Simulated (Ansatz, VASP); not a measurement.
# TiTe2: VASP beside Ansatz

The input INCAR:

```
SYSTEM = TiTe2
PREC     = Accurate       ! precision mode
ENCUT    = 520            ! plane-wave cutoff, eV
EDIFF    = 1E-6           ! SCF threshold, eV
ISMEAR   = -1             ! smearing method
SIGMA    = 0.02           ! smearing width, eV
LREAL    = .FALSE.        ! projectors in reciprocal space
LASPH    = .TRUE.         ! aspherical terms in the spheres
NELM     = 100            ! most SCF steps
ALGO     = Normal         ! electronic algorithm
ISIF     = 2              ! what is computed and relaxed
LWAVE    = .FALSE.        ! write WAVECAR
LCHARG   = .FALSE.        ! write CHGCAR
GGA      = PS             ! functional
NBANDS   = 19             ! bands
```

Contents of KPOINTS:

```
Automatic mesh
0
G
  6 6 6
  0 0 0
```

File POSCAR:

```
TiTe2
1.0
    1.8876707345      1.0898472067      6.8686281622
   -1.8876707345      1.0898472067      6.8686281622
    0.0000000000     -2.1796944134      6.8686281622
Ti Te
1 2
Direct
    0.0000000000      0.0000000000      0.0000000000
    0.2506047259      0.2506047259      0.2506047259
    0.7493952741      0.7493952741      0.7493952741
```

Input for Ansatz:

```yaml
crystal:
  lattice:
    - [1.8876707345, 1.0898472067, 6.8686281622]
    - [-1.8876707345, 1.0898472067, 6.8686281622]
    - [0.0, -2.1796944134, 6.8686281622]
  atoms:
    - { symbol: Ti, position: [0.0, 0.0, 0.0] }
    - { symbol: Te, position: [0.2506047259, 0.2506047259, 0.2506047259] }
    - { symbol: Te, position: [0.7493952741, 0.7493952741, 0.7493952741] }
kpoints:
  mp_grid: { grid: [6, 6, 6] }
hamiltonian:
  xc: pbesol
scf:
  occupations: { method: fermi_dirac, width: 0.02 }
  n_extra_bands: 4
output:
  forces: true
  stress: true
  eigenvalues: true
```

Alike in both runs: task single point; functional PBEsol; k mesh 6 × 6 × 6; occupations fermi-dirac, width 0.02 eV; no spin polarisation.

|  | VASP | Ansatz |
| --- | --- | --- |
| version | VASP 6.6.1 | Ansatz 0.2.0 |
| potentials or method | VASP PAW PBE potentials, release 64 (Ti_sv, Te) | plane waves, PAW |
| plane-wave cutoff (eV) | 520 | 420 |
| valence electrons in the cell | 24 | 44 |

|  | VASP | Ansatz | Ansatz less VASP |
| --- | --- | --- | --- |
| pressure (GPa) | -1.9 | -1.9 | -0.05 |
| traceless stress, the component that is largest in VASP (GPa) | 0.42 | 0.43 | +0.009 |
| rms of the force components (eV/Å) | 0.036 | 0.044 | +0.0076 |

VASP's potentials were made for PBE, not for PBEsol. Atom by atom the forces differ by 0.008 eV/Å (rms over components). VASP's potentials hold 24 valence electrons a cell and Ansatz's 44, so a difference there can come from the potentials and not from the codes.

Spin-orbit coupling is off throughout.
